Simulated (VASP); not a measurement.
# HfO2 (Fm-3m) in VASP: settings compared

HfO2 is run at these levels: revPBE, BLYP, r2SCAN, PBE; tasks: relaxation of cell and atoms, single point.

All numbers are computed with VASP 6.6.1; they aren't measurements. Logs are shortened: lines on timing, memory, paths and dates and some standing lists are left out, and cuts for length are marked.

### 1 The cell of the first run

Symmetry: Fm-3m, No. 225, cubic system. The conventional cell has a = 5.115 Å, b = 5.115 Å, c = 5.115 Å, α = 90.00°, β = 90.00°, γ = 90.00°. Within 2.9 Å of Hf (site symmetry m-3m) lie 8 O at 2.21 Å. O (site symmetry -43m) has 4 Hf at 2.21 Å and 6 O at 2.56 Å within 2.9 Å.

### 2 Relaxation of cell and atoms, revPBE

The input, INCAR:

```
SYSTEM = HfO2
  ALGO = Normal
  EDIFF = 1E-6
  EDIFFG = -0.01
  ENCUT = 600
  GGA = RE
  IBRION = 2
  ISIF = 3
  ISMEAR = -1
  LASPH = .TRUE.
  LCHARG = .FALSE.
  LREAL = .FALSE.
  LWAVE = .FALSE.
  NELM = 100
  NSW = 60
  PREC = Accurate
  SIGMA = 0.05
```

The input, KPOINTS:

```
k-points
0
G
  9 9 9
  0 0 0
```

The input, POSCAR:

```
HfO2
1.0
    0.0000000000      2.5575000000      2.5575000000
    2.5575000000      0.0000000000      2.5575000000
    2.5575000000      2.5575000000      0.0000000000
Hf O
1 2
Direct
    0.0000000000      0.0000000000      0.0000000000
    0.7500000000      0.7500000000      0.7500000000
    0.2500000000      0.2500000000      0.2500000000
```

Potentials or basis: VASP PAW PBE potentials, release 64 (Hf_pv, O).

Command:

```bash
$ cat potpaw_PBE.64/Hf_pv/POTCAR potpaw_PBE.64/O/POTCAR > POTCAR
$ mpirun -np 1 vasp_std > vasp.out
```

OUTCAR:

```text
SYSTEM = HfO2
   EDIFF = 1E-6
   EDIFFG = -0.01
   ENCUT = 600
   GGA = RE
   IBRION = 2
   ISIF = 3
   ISMEAR = -1
   LASPH = .TRUE.
   LREAL = .FALSE.
   NELM = 100
   NSW = 60
   PREC = Accurate

 ion  position               nearest neighbor table
   1  0.000  0.000  0.000-   2 2.21   2 2.21   2 2.21   2 2.21   3 2.21   3 2.21   3 2.21   3 2.21

   2  0.750  0.750  0.750-   1 2.21   1 2.21   1 2.21   1 2.21
   3  0.250  0.250  0.250-   1 2.21   1 2.21   1 2.21   1 2.21

  LATTYP: Found a face centered cubic cell.
 ALAT       =     5.1150000000

  Lattice vectors:

 A1 = (   0.0000000000,   2.5575000000,   2.5575000000)
 A2 = (   2.5575000000,   0.0000000000,   2.5575000000)
 A3 = (   2.5575000000,   2.5575000000,   0.0000000000)

Analysis of symmetry for initial positions (statically):
=====================================================================
 Subroutine PRICEL returns:
 Original cell was already a primitive cell.

 Routine SETGRP: Setting up the symmetry group for a
 face centered cubic supercell.

 Subroutine GETGRP returns: Found 48 space group operations
[... 9 lines left out ...]

 Routine SETGRP: Setting up the symmetry group for a
 face centered cubic supercell.

 Subroutine GETGRP returns: Found 48 space group operations
[... 11 lines left out ...]
                                     Primitive cell

  volume of cell :      33.4562

  direct lattice vectors                    reciprocal lattice vectors
     0.000000000  2.557500000  2.557500000    -0.195503421  0.195503421  0.195503421
     2.557500000  0.000000000  2.557500000     0.195503421 -0.195503421  0.195503421
     2.557500000  2.557500000  0.000000000     0.195503421  0.195503421 -0.195503421

  length of vectors
     3.616851186  3.616851186  3.616851186     0.338621859  0.338621859  0.338621859

  position of ions in fractional coordinates (direct lattice)
     0.000000000  0.000000000  0.000000000
     0.750000000  0.750000000  0.750000000
     0.250000000  0.250000000  0.250000000

  ion indices of the primitive-cell ions
   primitive index   ion index
                 1           1
                 2           2
                 3           3

----------------------------------------------------------------------------------------

 KPOINTS: k-points

Automatic generation of k-mesh.
 Grid dimensions read from file:
 generate k-points for:    9    9    9

 Generating k-lattice:

  Cartesian coordinates                     Fractional coordinates (reciprocal lattice)
    -0.021722602  0.021722602  0.021722602     0.111111111  0.000000000  0.000000000
     0.021722602 -0.021722602  0.021722602     0.000000000  0.111111111  0.000000000
     0.021722602  0.021722602 -0.021722602     0.000000000  0.000000000  0.111111111

  Length of vectors
     0.037624651  0.037624651  0.037624651

  Shift w.r.t. Gamma in fractional coordinates (k-lattice)
     0.000000000  0.000000000  0.000000000

 Subroutine IBZKPT returns following result:
 ===========================================

 Found     35 irreducible k-points:

 Following reciprocal coordinates:
            Coordinates               Weight
  0.000000  0.000000  0.000000      1.000000
  0.111111  0.000000  0.000000      8.000000
  0.222222  0.000000  0.000000      8.000000
  0.333333  0.000000  0.000000      8.000000
  0.444444  0.000000  0.000000      8.000000
  0.111111  0.111111  0.000000      6.000000
[... 16 lines left out ...]
 -0.333333  0.333333  0.000000     12.000000
  0.444444  0.444444  0.000000      6.000000
 [... further k-points ...]
   k-points           NKPTS =     35   k-points in BZ     NKDIM =     35   number of bands    NBANDS=     15
   number of dos      NEDOS =    301   number of ions     NIONS =      3
   total plane-waves  NPLWV =  27000
   dimension x,y,z NGX =    30 NGY =   30 NGZ =   30
   dimension x,y,z NGXF=    60 NGYF=   60 NGZF=   60
   ions per type =               1   2
   NGX,Y,Z   is equivalent  to a cutoff of  13.79, 13.79, 13.79 a.u.
   NGXF,Y,Z  is equivalent  to a cutoff of  27.58, 27.58, 27.58 a.u.
 SYSTEM =  HfO2
   PREC   = accura    normal or accurate (medium, high low for compatibility)
   ISTART =      0    job   : 0-new  1-cont  2-samecut
   ICHARG =      2    charge: 1-file 2-atom 10-const
   ISPIN  =      1    spin polarized calculation?
   LNONCOLLINEAR =      F non collinear calculations
   LSORBIT =      F    spin-orbit coupling
   LASPH  =      T    aspherical Exc in radial PAW
   ENCUT  =  600.0 eV  44.10 Ry    6.64 a.u.   7.22  7.22  7.22*2*pi/ulx,y,z
   NELM   =    100;   NELMIN=  2; NELMDL= -5     # of ELM steps
   EDIFF  = 0.1E-05   stopping-criterion for ELM
   LREAL  =      F    real-space projection
   EDIFFG = -.1E-01   stopping-criterion for IOM
   NSW    =     60    number of steps for IOM
   IBRION =      2    ionic relax: 0-MD 1-quasi-New 2-CG
   NFREE  =      1    steps in history (QN), initial steepest desc. (CG)
   ISIF   =      3    stress and relaxation
   ISYM   =      2    0-nonsym 1-usesym 2-fastsym
   POTIM  = 0.5000    time-step for ionic-motion
   TEBEG  =    0.0;   TEEND  =   0.0 temperature during run
   PSTRESS=    0.0 pullay stress
   NELECT =      22.0000    total number of electrons
   NUPDOWN=      -1.0000    fix difference up-down
   EMIN   =  10.00;   EMAX   =-10.00  energy-range for DOS
   EFERMI =   0.00;   METHOD = LEGACY
   ISMEAR =    -1;   SIGMA  =   0.05  broadening in eV -4-tet -1-fermi 0-gaus
   EFERMI_NEDOS =   21; number of points for ismear=-14 and -15
   IALGO  =     38    algorithm
   IMIX   =      4    mixing-type and parameters
     AMIX     =   0.40;   BMIX     =  1.00
     AMIX_MAG =   1.60;   BMIX_MAG =  1.00
  volume/ion in A,a.u.               =      11.15        75.26
  Fermi-wavevector in a.u.,A,eV,Ry     =   1.423607  2.690227 27.574337  2.026657
  Thomas-Fermi vector in A             =   2.544186
   LORBIT       =      0    0 simple, 1 ext, 2 COOP (PROOUT), +10 PAW based schemes
   GGA     = RE    functional components
   LHFCALC =     F    Hartree Fock is set to
   AEXX    =    0.0000 exact exchange contribution
   IVDW    =     0    specifies the selected vdW correction
   LEPSILON=     F    determine dielectric tensor
   LRPA    =     F    only Hartree local field effects (RPA)
 conjugate gradient relaxation of ions
 non-spin polarized calculation
  energy-cutoff  :      600.00
  volume of cell :       33.46
 maximum number of plane-waves:      1139
 NGX is ok and might be reduce to    30
   NGX = 15   NGY = 15   NGZ = 15

--------------------------------------- Ionic step        1  -------------------------------------------

 number of electron      21.9999993 magnetization

 Free energy of the ion-electron system (eV)
  ---------------------------------------------------
  ext. energy  EPLUGINS =         0.00000000
  ---------------------------------------------------
  free energy    TOTEN  =       -29.09730297 eV

  energy without entropy =      -29.09730297  energy(sigma->0) =      -29.09730297

------------------------ aborting loop because EDIFF is reached ----------------------------------------

  FORCE on cell =-STRESS in cart. coord.  units (eV):
  Direction    XX          YY          ZZ          XY          YZ          ZX
  --------------------------------------------------------------------------------------
  -------------------------------------------------------------------------------------
  Total       -0.5618180     -0.5618180     -0.5618180     -0.0000000     -0.0000000     -0.0000000
  in kB      -26.9047710    -26.9047710    -26.9047710     -0.0000000     -0.0000000     -0.0000000
  external PRESSURE =     -26.9047710 kB  Pullay stress =       0.0000000 kB
[... 59 lines left out ...]
  energy  without entropy=      -29.0942764551  energy(sigma->0) =      -29.09427646

--------------------------------------- Ionic step        3  -------------------------------------------

 number of electron      21.9999994 magnetization

 Free energy of the ion-electron system (eV)
  ---------------------------------------------------
  ext. energy  EPLUGINS =         0.00000000
  ---------------------------------------------------
  free energy    TOTEN  =       -29.10053786 eV

  energy without entropy =      -29.10053786  energy(sigma->0) =      -29.10053786

 E-fermi :   5.2451     XC(G=0): -11.6115

 val. band max:        4.2032117824   @ k =  -0.4444   0.4444   0.0000
 cond. band min:       8.1517155829   @ k =   0.4444   0.4444   0.0000
 fundamental gap:      3.9485038005
 Fermi energy:         5.2450566032

 k-point     1 :       0.0000    0.0000    0.0000
  band No.  band energies     occupation
      1     -25.5472      2.00000
      2     -25.5472      2.00000
      3     -25.5472      2.00000
      4     -14.4384      2.00000
      5     -11.5122      2.00000
      6      -0.9855      2.00000
      7      -0.9855      2.00000
      8      -0.9855      2.00000
      9       3.6561      2.00000
     10       3.6561      2.00000
     11       3.6561      2.00000
     12       8.1540      0.00000
     13       8.1540      0.00000
     14      10.0863      0.00000
     15      14.4946      0.00000
[... 397 lines left out ...]
 k-point    24 :       0.4444    0.4444    0.0000
  band No.  band energies     occupation
      1     -25.9579      2.00000
      2     -25.6574      2.00000
      3     -25.6574      2.00000
      4     -12.7123      2.00000
      5     -12.4559      2.00000
      6      -1.9448      2.00000
      7       0.7199      2.00000
      8       0.7199      2.00000
      9       2.8566      2.00000
     10       2.8566      2.00000
     11       4.0126      2.00000
     12       8.1517      0.00000
     13       9.6676      0.00000
     14      10.9702      0.00000
     15      12.3113      0.00000

 [... further k-points ...]
[... 5 lines left out ...]
  --------------------------------------------------------------------------------------
  -------------------------------------------------------------------------------------
  Total       -0.0007670     -0.0007670     -0.0007670      0.0000000      0.0000000     -0.0000000
  in kB       -0.0371494     -0.0371494     -0.0371494      0.0000000      0.0000000     -0.0000000
  external PRESSURE =      -0.0371494 kB  Pullay stress =       0.0000000 kB
[... 18 lines left out ...]
  FREE ENERGIE OF THE ION-ELECTRON SYSTEM (eV)
  ---------------------------------------------------
  free  energy   TOTEN  =       -29.1005378583 eV

  energy  without entropy=      -29.1005378582  energy(sigma->0) =      -29.10053786

 reached required accuracy - stopping structural energy minimisation
```

It took 33 s on 1 thread of Intel Xeon 6975P-C (Granite Rapids), shared host; peak memory 0.18 GiB.

What came out:

```
Free energy                            : -29.1005 eV
Relaxed volume                         : 11.03 Å³/atom
Relaxed cell                           : a = 3.603 Å, b = 3.603 Å, c = 3.603 Å, α = 60.00°, β = 60.00°, γ = 60.00°
Space group after relaxing (to 0.05 Å) : Fm-3m (No. 225)
Energy gained by relaxing              : 1.1 meV/atom
Ionic steps                            : 3
Pressure after relaxing                : 0.0 GPa
Band gap on the k mesh                 : 3.95 eV, indirect (least direct gap 4.06 eV)
```

Step by step:
| step | energy change (eV) | largest force (eV/Å) | pressure (GPa) | volume (Å³) |
| --- | --- | --- | --- | --- |
| 1 | 0.0000 | 0.0000 | -2.69 | 33.46 |
| 2 | 0.0030 | 0.0000 | 3.89 | 32.56 |
| 3 | -0.0032 | 0.0000 | 0.00 | 33.08 |

Final structure:
```cif
data_structure
_symmetry_space_group_name_H-M 'P 1'
_symmetry_Int_Tables_number 1
_cell_length_a 3.6032
_cell_length_b 3.6032
_cell_length_c 3.6032
_cell_angle_alpha 60.000
_cell_angle_beta 60.000
_cell_angle_gamma 60.000
_cell_volume 33.08
loop_
_atom_site_label
_atom_site_type_symbol
_atom_site_fract_x
_atom_site_fract_y
_atom_site_fract_z
_atom_site_occupancy
Hf1 Hf 0.00000 0.00000 0.00000 1
O1 O 0.75000 0.75000 0.75000 1
O2 O 0.25000 0.25000 0.25000 1
```

Levels at points of the mesh, in eV from the valence-band top:
| k point | band 9 | band 10 | band 11 | band 12 | band 13 | band 14 |
| --- | --- | --- | --- | --- | --- | --- |
| (0.00, 0.00, 0.00) | -0.55 | -0.55 | -0.55 | 3.95 | 3.95 | 5.88 |

Caveat: the PAW data sets were made with another functional, which shifts forces and pressure a little; spin-orbit coupling is left out, which moves the levels of the heavy elements.

### 3 Relaxation of cell and atoms, BLYP

The input, INCAR:

```
PREC     = Accurate       # precision mode
ENCUT    = 600            # plane-wave cutoff, eV
EDIFF    = 1E-6           # SCF threshold, eV
ISMEAR   = -1             # smearing method
SIGMA    = 0.05           # smearing width, eV
LREAL    = F              # projectors in reciprocal space
LASPH    = T              # aspherical terms in the spheres
NELM     = 100            # most SCF steps
ALGO     = Normal         # electronic algorithm
ISIF     = 3              # what is computed and relaxed
LWAVE    = F              # write WAVECAR
LCHARG   = F              # write CHGCAR
GGA      = B5             # functional
ALDAX    = 1.0          
AGGAX    = 1.0          
AGGAC    = 1.0          
ALDAC    = 0.0          
IBRION   = 2              # ionic algorithm
NSW      = 60             # ionic steps
EDIFFG   = -0.01          # ionic threshold
```

The input, KPOINTS:

```
regular mesh
0
Gamma
  9 9 9
```

POSCAR is that of step 2.

Potentials or basis: VASP PAW PBE potentials, release 64 (Hf_pv, O).

Command:

```bash
$ cat potpaw_PBE.64/Hf_pv/POTCAR potpaw_PBE.64/O/POTCAR > POTCAR
$ mpirun -np 1 vasp_std > vasp.out
```

Wall time 48 s (1 thread of Intel Xeon 6975P-C (Granite Rapids), shared host); peak memory 0.18 GiB.

It converged, with:

| Quantity | Value |
| --- | --- |
| Free energy | -28.9169 eV |
| Relaxed volume | 11.20 Å³/atom |
| Relaxed cell | a = 3.622 Å, b = 3.622 Å, c = 3.622 Å, α = 60.00°, β = 60.00°, γ = 60.00° |
| Space group after relaxing (to 0.05 Å) | Fm-3m (No. 225) |
| Energy gained by relaxing | 0.1 meV/atom |
| Ionic steps | 3 |
| Pressure after relaxing | -0.1 GPa |
| Band gap on the k mesh | 3.87 eV, indirect (least direct gap 4.01 eV) |

The path:
| step | energy change (eV) | largest force (eV/Å) | pressure (GPa) | volume (Å³) |
| --- | --- | --- | --- | --- |
| 1 | 0.0000 | 0.0000 | 0.91 | 33.46 |
| 2 | 0.0003 | 0.0000 | -1.37 | 33.77 |
| 3 | -0.0004 | 0.0000 | -0.05 | 33.59 |

Final structure:
```
Hf O
1.0
     0.00000    2.56091    2.56091
     2.56091    0.00000    2.56091
     2.56091    2.56091    0.00000
Hf O
1 2
Direct
  0.00000 0.00000 0.00000
  0.75000 0.75000 0.75000
  0.25000 0.25000 0.25000
```

Levels at points of the mesh, in eV from the valence-band top:
```csv
k point,band 9,band 10,band 11,band 12,band 13,band 14
"(0.00, 0.00, 0.00)",-0.53,-0.53,-0.53,3.87,3.87,5.95
```

Caveat: the PAW data sets were made with another functional, which shifts forces and pressure a little; spin-orbit coupling is left out, which moves the levels of the heavy elements.

### 4 Single point, r2SCAN, non-collinear spin, zero start, spin-orbit coupling

POSCAR is that of step 3.

The input, INCAR.step1:

```
SYSTEM = HfO2
ALGO = Normal
EDIFF = 1E-4
ENCUT = 520
GGA = PE
GGA_COMPAT = .FALSE.
ISMEAR = -1
LASPH = .TRUE.
LCHARG = .FALSE.
LMAXMIX = 4
LREAL = .FALSE.
LSORBIT = .TRUE.
LWAVE = .TRUE.
MAGMOM = 0 0 0 0 0 0 0 0 0
NBANDS = 35
NELM = 150
PREC = Accurate
SIGMA = 0.05
```

The input, INCAR.step2:

```
SYSTEM = HfO2
ALGO = Normal
EDIFF = 1E-6
ENCUT = 520
GGA_COMPAT = .FALSE.
ISIF = 2
ISMEAR = -1
ISTART = 1
LASPH = .TRUE.
LCHARG = .FALSE.
LMAXMIX = 4
LMIXTAU = .TRUE.
LORBIT = 11
LORBMOM = .TRUE.
LREAL = .FALSE.
LSORBIT = .TRUE.
LWAVE = .FALSE.
MAGMOM = 0 0 0 0 0 0 0 0 0
METAGGA = R2SCAN
NBANDS = 35
NELM = 150
PREC = Accurate
SIGMA = 0.05
```

The input, KPOINTS:

```
k-points
0
G
  7 7 7
  0 0 0
```

Command:

```bash
$ cat potpaw_PBE.64/Hf_pv/POTCAR potpaw_PBE.64/O/POTCAR > POTCAR
$ cp INCAR.step1 INCAR
$ mpirun -np 1 vasp_ncl > vasp.out
$ cp INCAR.step2 INCAR
$ mpirun -np 1 vasp_ncl > vasp.out
```

Run time: 3.2 min. Hardware: 1 thread of Intel Xeon 6975P-C (Granite Rapids), shared host; peak memory 0.3 GiB.

Results (log left out):

```
Free energy                                           : -69.0936 eV
Pressure                                              : -11.9 GPa
Net moment                                            : 0.00 μB per cell
Valence electrons inside the program's atomic spheres : Hf 8.15; O 5.13
```

Moments on the atoms (μB; x, y, z):
```
Hf  0.00 0.00 0.00
O   0.00 0.00 0.00
O   0.00 0.00 0.00
```

Caveat: the PAW data sets were made with another functional, which shifts forces and pressure a little.

### 5 Single point, PBE

This run uses another cell than the first one, of 11.38 Å³/atom, 1.020 times its volume.

The input, INCAR:

```
SYSTEM = HfO2
PREC     = Accurate       ! precision mode
ENCUT    = 520            ! plane-wave cutoff, eV
EDIFF    = 1E-6           ! SCF threshold, eV
ISMEAR   = -1             ! smearing method
SIGMA    = 0.05           ! smearing width, eV
LREAL    = .FALSE.        ! projectors in reciprocal space
LASPH    = .TRUE.         ! aspherical terms in the spheres
NELM     = 80             ! most SCF steps
ALGO     = Normal         ! electronic algorithm
ISIF     = 2              ! what is computed and relaxed
LWAVE    = .FALSE.        ! write WAVECAR
LCHARG   = .TRUE.         ! write CHGCAR
GGA      = PE             ! functional
LELF     = .TRUE.         ! ELF
LVHAR    = .TRUE.       
NBANDS   = 18             ! bands
```

The input, KPOINTS:

```
regular mesh
0
G
  9 9 9
  0 0 0
```

The input, POSCAR:

```
HfO2
1.0
    0.0000000000      2.5744375797      2.5744375797
    2.5744375797      0.0000000000      2.5744375797
    2.5744375797      2.5744375797      0.0000000000
Hf O
1 2
Direct
    0.0000000000      0.0000000000      0.0000000000
    0.7500000000      0.7500000000      0.7500000000
    0.2500000000      0.2500000000      0.2500000000
```

Command:

```bash
$ cat potpaw_PBE.64/Hf_pv/POTCAR potpaw_PBE.64/O/POTCAR > POTCAR
$ mpirun -np 1 vasp_std > vasp.out
```

Run time: 22 s. Hardware: 1 thread of AMD EPYC 7R13 (Zen 3), shared host; peak memory 0.14 GiB.

It converged, with:

```
Free energy            : -30.2003 eV
Pressure               : -10.3 GPa
Band gap on the k mesh : 3.78 eV, indirect (least direct gap 3.89 eV)
```

Levels at points of the mesh, in eV from the valence-band top:
| k point | band 9 | band 10 | band 11 | band 12 | band 13 | band 14 |
| --- | --- | --- | --- | --- | --- | --- |
| (0.00, 0.00, 0.00) | -0.54 | -0.54 | -0.54 | 3.81 | 3.81 | 5.52 |

Caveat: spin-orbit coupling is left out, which moves the levels of the heavy elements. A k mesh can miss the band edges.

(Continued in part 2 of 2.)
